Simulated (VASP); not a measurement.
# SrO (F-43m) in VASP: a series of runs

The runs below take SrO through single point, with PBE, r2SCAN.

Everything below comes from runs of VASP 6.6.1. Logs are shortened: lines on timing, memory, paths and dates and some standing lists are left out, and cuts for length are marked.

### 1 The cell of the first run

The structure is cubic, space group F-43m (No. 216). The conventional cell has a = 5.585 Å, b = 5.585 Å, c = 5.585 Å, α = 90.00°, β = 90.00°, γ = 90.00°. Sr (site symmetry -43m) has 4 O at 2.42 Å within 3.2 Å. Within 3.2 Å of O (site symmetry -43m) lie 4 Sr at 2.42 Å.

### 2 Single point, PBE

Contents of INCAR:

```
SYSTEM = SrO
PREC = Accurate
ENCUT = 520
EDIFF = 1E-6
ISMEAR = 0
SIGMA = 0.01
LREAL = .False.
LASPH = .True.
NELM = 80
ALGO = Normal
ISIF = 2
LWAVE = .False.
LCHARG = .False.
GGA = PE
NBANDS = 15
```

Contents of KPOINTS:

```
regular mesh
0
Gamma
  8 8 8
  0 0 0
```

Contents of POSCAR:

```
SrO
1.0
    0.0000000000      2.7922805133      2.7922805133
    2.7922805133      0.0000000000      2.7922805133
    2.7922805133      2.7922805133      0.0000000000
Sr O
1 1
Direct
    0.0000000000      0.0000000000      0.0000000000
    0.2500000000      0.2500000000      0.2500000000
```

Potentials or basis: VASP PAW PBE potentials, release 64 (Sr_sv, O).

The run is started by

```console
cat potpaw_PBE.64/Sr_sv/POTCAR potpaw_PBE.64/O/POTCAR > POTCAR
mpirun -np 1 vasp_std > vasp.out
```

OUTCAR:

```text
SYSTEM = SrO
   PREC = Accurate
   ENCUT = 520
   EDIFF = 1E-6
   ISMEAR = 0
   LREAL = .False.
   LASPH = .True.
   NELM = 80
   ISIF = 2
   GGA = PE

 ion  position               nearest neighbor table
   1  0.000  0.000  0.000-   2 2.42   2 2.42   2 2.42   2 2.42
   2  0.250  0.250  0.250-   1 2.42   1 2.42   1 2.42   1 2.42

  LATTYP: Found a face centered cubic cell.
 ALAT       =     5.5845610266

  Lattice vectors:

 A1 = (   0.0000000000,   2.7922805133,   2.7922805133)
 A2 = (   2.7922805133,   0.0000000000,   2.7922805133)
 A3 = (   2.7922805133,   2.7922805133,   0.0000000000)

Analysis of symmetry for initial positions (statically):
=====================================================================
 Subroutine PRICEL returns:
 Original cell was already a primitive cell.

 Routine SETGRP: Setting up the symmetry group for a
 face centered cubic supercell.

 Subroutine GETGRP returns: Found 24 space group operations
 (whereof 24 operations were pure point group operations)
 out of a pool of 48 trial point group operations.

The static configuration has the point symmetry T_d .

Analysis of symmetry for dynamics (positions and initial velocities):
=====================================================================
 Subroutine PRICEL returns:
 Original cell was already a primitive cell.

 Routine SETGRP: Setting up the symmetry group for a
 face centered cubic supercell.

 Subroutine GETGRP returns: Found 24 space group operations
 (whereof 24 operations were pure point group operations)
 out of a pool of 48 trial point group operations.

The dynamic configuration has the point symmetry T_d .

 Subroutine INISYM returns: Found 24 space group operations
 (whereof 24 operations are pure point group operations),
 and found     1 'primitive' translations

----------------------------------------------------------------------------------------

                                     Primitive cell

  volume of cell :      43.5419

  direct lattice vectors                    reciprocal lattice vectors
     0.000000000  2.792280513  2.792280513    -0.179065104  0.179065104  0.179065104
     2.792280513  0.000000000  2.792280513     0.179065104 -0.179065104  0.179065104
     2.792280513  2.792280513  0.000000000     0.179065104  0.179065104 -0.179065104

  length of vectors
     3.948880972  3.948880972  3.948880972     0.310149858  0.310149858  0.310149858

  position of ions in fractional coordinates (direct lattice)
     0.000000000  0.000000000  0.000000000
     0.250000000  0.250000000  0.250000000

  ion indices of the primitive-cell ions
   primitive index   ion index
                 1           1
                 2           2

----------------------------------------------------------------------------------------

 KPOINTS: regular mesh

Automatic generation of k-mesh.
 Grid dimensions read from file:
 generate k-points for:    8    8    8

 Generating k-lattice:

  Cartesian coordinates                     Fractional coordinates (reciprocal lattice)
    -0.022383138  0.022383138  0.022383138     0.125000000  0.000000000  0.000000000
     0.022383138 -0.022383138  0.022383138     0.000000000  0.125000000  0.000000000
     0.022383138  0.022383138 -0.022383138     0.000000000  0.000000000  0.125000000

  Length of vectors
     0.038768732  0.038768732  0.038768732

  Shift w.r.t. Gamma in fractional coordinates (k-lattice)
     0.000000000  0.000000000  0.000000000

 Subroutine IBZKPT returns following result:
 ===========================================

 Found     29 irreducible k-points:

 Following reciprocal coordinates:
            Coordinates               Weight
  0.000000  0.000000  0.000000      1.000000
  0.125000  0.000000  0.000000      8.000000
  0.250000  0.000000  0.000000      8.000000
  0.375000  0.000000  0.000000      8.000000
  0.500000  0.000000  0.000000      4.000000
  0.125000  0.125000  0.000000      6.000000
[... 16 lines left out ...]
  0.500000  0.250000  0.125000     48.000000
 -0.375000  0.250000  0.125000     24.000000
 [... further k-points ...]
   k-points           NKPTS =     29   k-points in BZ     NKDIM =     29   number of bands    NBANDS=     15
   number of dos      NEDOS =    301   number of ions     NIONS =      2
   total plane-waves  NPLWV =  27000
   dimension x,y,z NGX =    30 NGY =   30 NGZ =   30
   dimension x,y,z NGXF=    60 NGYF=   60 NGZF=   60
   ions per type =               1   1
   NGX,Y,Z   is equivalent  to a cutoff of  12.63, 12.63, 12.63 a.u.
   NGXF,Y,Z  is equivalent  to a cutoff of  25.26, 25.26, 25.26 a.u.
 SYSTEM =  SrO
   PREC   = accura    normal or accurate (medium, high low for compatibility)
   ISTART =      0    job   : 0-new  1-cont  2-samecut
   ICHARG =      2    charge: 1-file 2-atom 10-const
   ISPIN  =      1    spin polarized calculation?
   LNONCOLLINEAR =      F non collinear calculations
   LSORBIT =      F    spin-orbit coupling
   LASPH  =      T    aspherical Exc in radial PAW
   ENCUT  =  520.0 eV  38.22 Ry    6.18 a.u.   7.34  7.34  7.34*2*pi/ulx,y,z
   NELM   =     80;   NELMIN=  2; NELMDL= -5     # of ELM steps
   EDIFF  = 0.1E-05   stopping-criterion for ELM
   LREAL  =      F    real-space projection
   EDIFFG = 0.1E-04   stopping-criterion for IOM
   NSW    =      0    number of steps for IOM
   IBRION =     -1    ionic relax: 0-MD 1-quasi-New 2-CG
   NFREE  =      0    steps in history (QN), initial steepest desc. (CG)
   ISIF   =      2    stress and relaxation
   ISYM   =      2    0-nonsym 1-usesym 2-fastsym
   POTIM  = 0.5000    time-step for ionic-motion
   TEBEG  =    0.0;   TEEND  =   0.0 temperature during run
   PSTRESS=    0.0 pullay stress
   NELECT =      16.0000    total number of electrons
   NUPDOWN=      -1.0000    fix difference up-down
   EMIN   =  10.00;   EMAX   =-10.00  energy-range for DOS
   EFERMI =   0.00;   METHOD = LEGACY
   ISMEAR =     0;   SIGMA  =   0.01  broadening in eV -4-tet -1-fermi 0-gaus
   EFERMI_NEDOS =   21; number of points for ismear=-14 and -15
   IALGO  =     38    algorithm
   IMIX   =      4    mixing-type and parameters
     AMIX     =   0.40;   BMIX     =  1.00
     AMIX_MAG =   1.60;   BMIX_MAG =  1.00
  volume/ion in A,a.u.               =      21.77       146.92
  Fermi-wavevector in a.u.,A,eV,Ry     =   1.172589  2.215872 18.707531  1.374965
  Thomas-Fermi vector in A             =   2.309015
   LORBIT       =      0    0 simple, 1 ext, 2 COOP (PROOUT), +10 PAW based schemes
   GGA     = PE    functional components
   LHFCALC =     F    Hartree Fock is set to
   AEXX    =    0.0000 exact exchange contribution
   IVDW    =     0    specifies the selected vdW correction
   LEPSILON=     F    determine dielectric tensor
   LRPA    =     F    only Hartree local field effects (RPA)
 non-spin polarized calculation
 Gauss-broadening in eV      SIGMA  =   0.01
  energy-cutoff  :      520.00
  volume of cell :       43.54
 maximum number of plane-waves:      1211
 NGX is ok and might be reduce to    30
   NGX = 15   NGY = 15   NGZ = 15

 number of electron      16.0000001 magnetization

 Free energy of the ion-electron system (eV)
  ---------------------------------------------------
  ext. energy  EPLUGINS =         0.00000000
  ---------------------------------------------------
  free energy    TOTEN  =       -11.76136028 eV

  energy without entropy =      -11.76136028  energy(sigma->0) =      -11.76136028

 E-fermi :   0.3400     XC(G=0):  -8.6246

 val. band max:        0.2868427363   @ k =  -0.2500   0.5000   0.2500
 cond. band min:       2.8112922751   @ k =   0.0000   0.0000   0.0000
 fundamental gap:      2.5244495389
 Fermi energy:         0.3400288931

 k-point     1 :       0.0000    0.0000    0.0000
  band No.  band energies     occupation
      1     -31.9264      2.00000
      2     -14.4903      2.00000
      3     -13.8157      2.00000
      4     -13.8157      2.00000
      5     -13.8157      2.00000
      6      -0.5601      2.00000
      7      -0.5601      2.00000
      8      -0.5601      2.00000
      9       2.8113      0.00000
     10       8.3326      0.00000
     11       8.3326      0.00000
     12       9.6653      0.00000
     13       9.6653      0.00000
     14       9.6653      0.00000
     15      15.4198      0.00000

 k-point     2 :       0.1250    0.0000    0.0000
  band No.  band energies     occupation
      1     -31.9176      2.00000
      2     -14.8446      2.00000
      3     -13.8286      2.00000
      4     -13.8286      2.00000
      5     -13.4951      2.00000
      6      -0.6602      2.00000
      7      -0.5074      2.00000
      8      -0.5074      2.00000
      9       3.3237      0.00000
     10       8.0222      0.00000
     11       8.0222      0.00000
     12       9.3257      0.00000
     13      10.0350      0.00000
     14      10.0350      0.00000
     15      13.9219      0.00000

 k-point     3 :       0.2500    0.0000    0.0000
  band No.  band energies     occupation
      1     -31.8962      2.00000
      2     -15.3303      2.00000
      3     -13.8595      2.00000
      4     -13.8595      2.00000
      5     -13.0985      2.00000
      6      -0.7027      2.00000
      7      -0.3888      2.00000
      8      -0.3888      2.00000
      9       4.3883      0.00000
     10       7.7342      0.00000
     11       7.7342      0.00000
     12       8.6383      0.00000
     13      10.3937      0.00000
     14      10.3937      0.00000
     15      12.4753      0.00000

 k-point     4 :       0.3750    0.0000    0.0000
  band No.  band energies     occupation
      1     -31.8747      2.00000
      2     -15.6734      2.00000
      3     -13.8899      2.00000
      4     -13.8899      2.00000
      5     -12.8549      2.00000
      6      -0.5468      2.00000
      7      -0.2839      2.00000
      8      -0.2839      2.00000
      9       5.2555      0.00000
     10       7.7794      0.00000
     11       7.7794      0.00000
     12       7.8680      0.00000
     13      10.3307      0.00000
     14      10.3307      0.00000
     15      12.1576      0.00000
[... 307 lines left out ...]
 k-point    22 :       0.3750    0.2500    0.1250
  band No.  band energies     occupation
      1     -31.8802      2.00000
      2     -15.5527      2.00000
      3     -13.9912      2.00000
      4     -13.9028      2.00000
      5     -12.8106      2.00000
      6      -0.8429      2.00000
      7      -0.2253      2.00000
      8      -0.1870      2.00000
      9       5.0624      0.00000
     10       6.3503      0.00000
     11       8.3979      0.00000
     12       9.1527      0.00000
     13      10.4093      0.00000
     14      10.5837      0.00000
     15      12.9595      0.00000

 k-point    23 :       0.5000    0.2500    0.1250
  band No.  band energies     occupation
      1     -31.8629      2.00000
      2     -15.7670      2.00000
      3     -14.0814      2.00000
      4     -13.9378      2.00000
      5     -12.5974      2.00000
      6      -0.6315      2.00000
      7      -0.2287      2.00000
      8      -0.0507      2.00000
      9       5.2924      0.00000
     10       6.4047      0.00000
     11       8.2175      0.00000
     12       9.0758      0.00000
     13      10.4492      0.00000
     14      10.9979      0.00000
     15      12.6233      0.00000

 k-point    24 :      -0.3750    0.2500    0.1250
  band No.  band energies     occupation
      1     -31.8557      2.00000
      2     -15.8465      2.00000
      3     -14.1165      2.00000
      4     -13.9551      2.00000
      5     -12.5191      2.00000
      6      -0.4110      2.00000
      7      -0.3339      2.00000
      8       0.0097      2.00000
      9       5.2117      0.00000
     10       6.5043      0.00000
     11       8.1026      0.00000
     12       9.2434      0.00000
     13      10.3651      0.00000
     14      11.1930      0.00000
     15      12.6251      0.00000

 [... further k-points ...]
[... 5 lines left out ...]
  --------------------------------------------------------------------------------------
  -------------------------------------------------------------------------------------
  Total        0.3899063      0.3899063      0.3899063      0.0000000     -0.0000000     -0.0000000
  in kB       14.3470873     14.3470873     14.3470873      0.0000000     -0.0000000     -0.0000000
  external PRESSURE =      14.3470873 kB  Pullay stress =       0.0000000 kB

 VOLUME and BASIS-vectors are now :
 -----------------------------------------------------------------------------
  energy-cutoff  :      520.00
  volume of cell :       43.54
      direct lattice vectors                 reciprocal lattice vectors
     0.000000000  2.792280513  2.792280513    -0.179065104  0.179065104  0.179065104
     2.792280513  0.000000000  2.792280513     0.179065104 -0.179065104  0.179065104
     2.792280513  2.792280513  0.000000000     0.179065104  0.179065104 -0.179065104

 POSITION                                       TOTAL-FORCE (eV/Angst)
 -----------------------------------------------------------------------------------
      0.00000      0.00000      0.00000        -0.000000     -0.000000     -0.000000
      1.39614      1.39614      1.39614         0.000000      0.000000      0.000000
 -----------------------------------------------------------------------------------
    total drift:                               -0.000000     -0.000000     -0.000000

  FREE ENERGIE OF THE ION-ELECTRON SYSTEM (eV)
  ---------------------------------------------------
  free  energy   TOTEN  =       -11.7613602775 eV

  energy  without entropy=      -11.7613602775  energy(sigma->0) =      -11.76136028
```

Wall time 12 s (1 thread of AMD EPYC 9R14 (Zen 4), shared host); peak memory 0.14 GiB.

What came out:

- Free energy: -11.7614 eV
- Pressure: 1.4 GPa
- Band gap on the k mesh: 2.52 eV, indirect (least direct gap 3.37 eV)

Levels at points of the mesh, in eV from the valence-band top:
```
           k point  band 4  band 5  band 6  band 7  band 8  band 9  band 10  band 11  band 12  band 13
(0.00, 0.00, 0.00)  -14.10  -14.10   -0.85   -0.85   -0.85    2.52     8.05     8.05     9.38     9.38
(0.50, 0.00, 0.00)  -14.19  -13.06   -0.72   -0.53   -0.53    5.28     7.15     7.61     7.61     9.90
(0.50, 0.50, 0.00)  -14.33  -12.74   -1.42   -0.01   -0.01    4.57     5.74     9.63     9.95     9.95
```

### 3 Single point, r2SCAN (volume changed by +6%)

Contents of POSCAR:

```
SrO
1.0
    0.0000000000      2.8470450151      2.8470450151
    2.8470450151      0.0000000000      2.8470450151
    2.8470450151      2.8470450151      0.0000000000
Sr O
1 1
Direct
    0.0000000000      0.0000000000      0.0000000000
    0.2500000000      0.2500000000      0.2500000000
```

Contents of INCAR.step1:

```
  PREC = Accurate
  ENCUT = 520
  ISMEAR = 0
  SIGMA = 0.01
  LREAL = False
  LASPH = True
  NELM = 100
  NBANDS = 15
  GGA = PE
  ALGO = Normal
  EDIFF = 1E-4
  LWAVE = True
  LCHARG = False
```

Contents of INCAR.step2:

```
  PREC = Accurate
  ENCUT = 520
  EDIFF = 1E-7
  ISMEAR = 0
  SIGMA = 0.01
  LREAL = False
  LASPH = True
  NELM = 100
  ALGO = Normal
  ISIF = 2
  LWAVE = False
  LCHARG = False
  METAGGA = R2SCAN
  LMIXTAU = True
  NBANDS = 15
  ISTART = 1
```

Contents of KPOINTS:

```
regular mesh
0
Gamma
  6 6 6
```

Potentials or basis: VASP PAW PBE potentials, release 64 (Sr_sv, O).

The run is started by

```console
cat potpaw_PBE.64/Sr_sv/POTCAR potpaw_PBE.64/O/POTCAR > POTCAR
cp INCAR.step1 INCAR
mpirun -np 1 vasp_std > vasp.out
cp INCAR.step2 INCAR
mpirun -np 1 vasp_std > vasp.out
```

It took 41 s on 1 thread of AMD EPYC 9R14 (Zen 4), shared host; peak memory 0.14 GiB.

Results (log left out):

- Free energy: -26.6108 eV
- Pressure: -3.0 GPa
- Band gap on the k mesh: 2.75 eV, indirect (least direct gap 3.48 eV)

Levels at points of the mesh, in eV from the valence-band top:
```tsv
k point	band 4	band 5	band 6	band 7	band 8	band 9	band 10	band 11	band 12	band 13
(0.00, 0.00, 0.00)	-14.79	-14.79	-0.73	-0.73	-0.73	2.75	8.45	8.45	9.65	9.65
(0.50, 0.00, 0.00)	-14.86	-13.91	-0.69	-0.45	-0.45	5.48	7.35	7.96	7.96	10.20
(0.50, 0.50, 0.00)	-14.97	-13.63	-1.27	-0.01	-0.01	4.79	6.08	9.96	10.23	10.23
```

Caveat: the PAW data sets were made with another functional, which shifts forces and pressure a little. A k mesh can miss the band edges.
